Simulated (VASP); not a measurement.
Wanted: the native input for a VASP 6.6.1 run.

```yaml
Task: single point
Functional: PBEsol
Potentials_or_basis: VASP PAW PBE potentials, release 64 (Pt, Ti_sv)
Cutoff: 520 eV
k_mesh: 7 × 7 × 7
Occupations: fermi-dirac, width 0.05 eV
Spin: no spin polarisation
Dipole_correction: no
Further_INCAR_settings: ALGO = Fast; EDIFF = 1e-06; NBANDS = 29
```

The structure of TiPt3 lies in POSCAR:

```
TiPt3
1.0
    3.8970000000      0.0000000000      0.0000000000
    0.0000000000      3.8970000000      0.0000000000
    0.0000000000      0.0000000000      3.8970000000
Pt Ti
3 1
Direct
    0.4932930000      0.4955640000      0.0106690000
    0.5038130000     -0.0077050000      0.4867390000
    0.0085140000      0.5096900000      0.5090040000
   -0.0130100000      0.0053160000      0.0044800000
```

This cell differs from its parent crystal: atoms moved at random.

One way to write it, as run:

INCAR

```
  ALGO = Fast
  EDIFF = 1E-6
  ENCUT = 520
  GGA = PS
  ISIF = 2
  ISMEAR = -1
  LASPH = T
  LCHARG = F
  LREAL = F
  LWAVE = F
  NBANDS = 29
  NELM = 60
  PREC = Accurate
  SIGMA = 0.05
```

KPOINTS

```
k-points
0
Gamma
  7 7 7
```

Potentials or basis: VASP PAW PBE potentials, release 64 (Pt, Ti_sv).

Launch:

```bash
$ cat potpaw_PBE.64/Pt/POTCAR potpaw_PBE.64/Ti_sv/POTCAR > POTCAR
$ mpirun -np 1 vasp_std > vasp.out
```

Results of the run:

```yaml
Pressure: 1.2 GPa
Largest_force: 0.999 eV/Å
Band_gap_on_the_k_mesh: zero (band 21 reaches 12.86 eV, above the bottom of band 22 at 11.61 eV)
```

Caveat: the cell differs from its parent crystal (atoms moved at random); the PAW data sets were made with another functional, which shifts forces and pressure a little; spin-orbit coupling is left out, which moves the levels of the heavy elements.

It took 7.7 min on 1 thread of Intel(R) Xeon(R) Platinum 8375C CPU @ 2.90GHz (Ice Lake), on a shared host, peak memory 0.36 GiB.
